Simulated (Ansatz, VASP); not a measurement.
## Two plane-wave programs on BN

POSCAR

```
BN
1.0
    0.0000000000      1.8048245542      1.8048245542
    1.8048245542      0.0000000000      1.8048245542
    1.8048245542      1.8048245542      0.0000000000
B N
1 1
Direct
    0.0000000000      0.0000000000      0.0000000000
    0.2500000000      0.2500000000      0.2500000000
```

The input INCAR.step1:

```
PREC = Accurate
ENCUT = 520
EDIFF = 1E-5
ISMEAR = 0
SIGMA = 0.01
LREAL = F
LASPH = T
NELM = 80
ALGO = Normal
ISIF = 2
LWAVE = T
LCHARG = F
NBANDS = 11
GGA = PE
```

INCAR.step2

```
PREC = Accurate
ENCUT = 520
EDIFF = 1E-6
ISMEAR = 0
SIGMA = 0.01
LREAL = F
LASPH = T
NELM = 80
ALGO = Normal
ISIF = 2
LWAVE = F
LCHARG = F
GGA = PE
LHFCALC = T
AEXX = 0.05
HFSCREEN = 0.2078
PRECFOCK = Normal
NBANDS = 11
ISTART = 1
```

File KPOINTS:

```
Automatic mesh
0
Gamma
  6 6 6
```

Input for Ansatz:

```yaml
crystal:
  lattice:
    - [0.0, 1.8048245542, 1.8048245542]
    - [1.8048245542, 0.0, 1.8048245542]
    - [1.8048245542, 1.8048245542, 0.0]
  atoms:
    - { symbol: B, position: [0.0, 0.0, 0.0] }
    - { symbol: "N", position: [0.25, 0.25, 0.25] }
kpoints:
  mp_grid: { grid: [6, 6, 6] }
hamiltonian:
  xc:
    exchange: pbe
    correlation: pbe
    exx: { coeff: 0.05, omega: 0.2078 }
scf:
  occupations: { method: fixed }
  n_extra_bands: 4
output:
  forces: true
  stress: true
  eigenvalues: true
```

Alike in both runs: task single point; functional PBE-based screened hybrid with a share of 0.05 of exact exchange and HFSCREEN = 0.2078; k mesh 6 × 6 × 6; no spin polarisation.

```csv
,VASP,Ansatz
version,VASP 6.6.1,Ansatz 0.2.0
potentials or method,"VASP PAW PBE potentials, release 64 (B, N)",plane waves
plane-wave cutoff (eV),520,420
occupations,"gaussian, width 0.01 eV",fixed
valence electrons in the cell,8,8
```

|  | VASP | Ansatz | Ansatz less VASP |
| --- | --- | --- | --- |
| gap on the k mesh at the Fermi level (eV) | 4.72 | 4.73 | +0.013 |
| pressure (GPa) | 3.2 | 2.9 | -0.29 |

VASP's potentials were made for PBE, not for PBE-based screened hybrid. Ansatz's warnings: stress exchange threshold loose, stress scf threshold loose.

The k mesh is coarse, so the values compare programs but aren't converged.
